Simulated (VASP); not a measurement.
Set up this calculation in VASP 6.6.1, as the native input.

| Item | Value |
| --- | --- |
| Task | single point |
| Functional | PBE |
| Potentials or basis | VASP PAW PBE potentials, release 64 (F_h, H_h, C_h) |
| Cutoff | 1010 eV |
| k mesh | 1 × 1 × 1 |
| Occupations | fermi-dirac, width 0.02 eV |
| Spin | no spin polarisation |
| Dipole correction | no |
| Further INCAR settings | LREAL = Auto; ALGO = Normal; EDIFF = 1e-06; NBANDS = 52 |

The structure of H5CF lies in POSCAR:

```
H5CF
1.0
    7.2936330000      0.0000000000      0.0000000000
    0.0000000000      7.2936330000      0.0000000000
    0.0000000000      0.0000000000      7.2936330000
F H C
4 20 4
Direct
    0.6522949537      0.4901946670      0.8309027888
    0.3770686022      0.4062310237      0.6193209886
    0.2848923164      0.0152187531      0.7271821875
    0.3549945548      0.7812156164      0.0465611582
    0.6536934337      0.6164828968      0.8257064758
    0.4539575819      0.4489669277      0.7121416721
    0.3475634159      0.1263979145      0.7026539449
    0.3138353685      0.8893236059     -0.0133129813
    0.4796512246      0.1506108136      0.2836994952
    0.5443789124      0.3464391477      0.1761262186
    0.4891115306      0.1413013240      0.0411043440
    0.6872843753      0.1447152606      0.1760850868
    0.8669479257      0.5607630655      0.3792348751
    1.0621181515      0.6063096402      0.2453646900
    1.0188201134      0.7588947785      0.4327335911
    0.8747766717      0.7744014540      0.2424306241
   -0.1036794695      0.3079535260     -0.0115717366
   -0.0046067577      0.2250455980     -0.2096623178
    0.0626436784      0.1440160205      0.0354144498
    0.1265487309      0.3608352655     -0.0653583749
    0.6838704388      1.0790507282      0.7233295122
    0.8422825771      0.9146470627      0.6736560504
    0.5961226730      0.8640961233      0.6702558245
    0.7346818794      0.9026777190      0.8847031377
    0.5493147242      0.1973227882      0.1660626467
    0.9576983103      0.6744923963      0.3270112439
    0.0279696003      0.2560726595     -0.0640832902
    0.7108665873      0.9317990088      0.7420033336
```

One way to write it, as run:

INCAR

```
SYSTEM = H5CF
PREC     = Accurate       ! precision mode
ENCUT    = 1010           ! plane-wave cutoff, eV
EDIFF    = 1E-6           ! SCF threshold, eV
ISMEAR   = -1             ! smearing method
SIGMA    = 0.02           ! smearing width, eV
LREAL    = Auto         
LASPH    = .TRUE.         ! aspherical terms in the spheres
NELM     = 120            ! most SCF steps
ALGO     = Normal         ! electronic algorithm
ISIF     = 2              ! what is computed and relaxed
LWAVE    = .FALSE.        ! write WAVECAR
LCHARG   = .FALSE.        ! write CHGCAR
GGA      = PE             ! functional
NBANDS   = 52             ! bands
GGA_COMPAT= .FALSE.
```

KPOINTS

```
Automatic mesh
0
G
  1 1 1
  0 0 0
```

Potentials or basis: VASP PAW PBE potentials, release 64 (F_h, H_h, C_h).

Launch:

```sh
$ cat potpaw_PBE.64/F_h/POTCAR potpaw_PBE.64/H_h/POTCAR potpaw_PBE.64/C_h/POTCAR > POTCAR
$ mpirun -np 1 vasp_gam > vasp.out
```

Results of the run:

```
Pressure      : 0.6 GPa
Largest force : 2.232 eV/Å
```

Caveat: the k points lie up to 0.86 Å⁻¹ apart, too coarse for converged energies, forces and pressures; the atoms stand as in a frame of molecular dynamics.

Run time: 61 s on 1 thread of AMD EPYC 9R45 (Zen 5), on a shared host, peak memory 0.92 GiB.
